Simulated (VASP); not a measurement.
Write the native input for VASP 6.6.1 that does the following.

* Task: single point
* Functional: LDA
* Potentials or basis: VASP PAW LDA potentials, release 64 (As)
* Cutoff: 520 eV
* k mesh: 9 × 9 × 1
* Occupations: gaussian, width 0.02 eV
* Spin: no spin polarisation
* Dipole correction: yes
* Further INCAR settings: ALGO = Normal; EDIFF = 1e-06; NBANDS = 12

The structure of As lies in POSCAR:

```
As
1.0
    3.5760000000      0.0000000000      0.0000000000
   -1.7880000000      3.0969068439      0.0000000000
    0.0000000000      0.0000000000     28.0000000000
As
2
Direct
    0.3333333333      0.6666666667      0.5105714286
    0.6666666667      0.3333333333      0.4894285714
```

These files were run (other wordings do the same):

INCAR

```
SYSTEM = As
ALGO = Normal
DIPOL = 0.5 0.5 0.500
EDIFF = 1E-6
ENCUT = 520
IDIPOL = 3
ISIF = 2
ISMEAR = 0
LASPH = .True.
LCHARG = .True.
LDIPOL = .True.
LELF = .True.
LREAL = .False.
LVACPOTAV = .True.
LVHAR = .True.
LWAVE = .False.
NBANDS = 12
NELM = 60
PREC = Accurate
SIGMA = 0.02
```

KPOINTS

```
k-points
0
Gamma
  9 9 1
  0 0 0
```

Potentials or basis: VASP PAW LDA potentials, release 64 (As).

The run is started by

```console
$ cat potpaw_LDA.64/As/POTCAR > POTCAR
$ mpirun -np 1 vasp_std > vasp.out
```

Results of the run:

* Largest force: 4.808 eV/Å
* Band gap on the k mesh: zero (band 5 reaches -2.28 eV, above the bottom of band 6 at -3.74 eV)

Wall time 75 s on 1 thread of Intel(R) Xeon(R) Platinum 8488C (Sapphire Rapids), with other jobs on the host, peak memory 0.31 GiB.
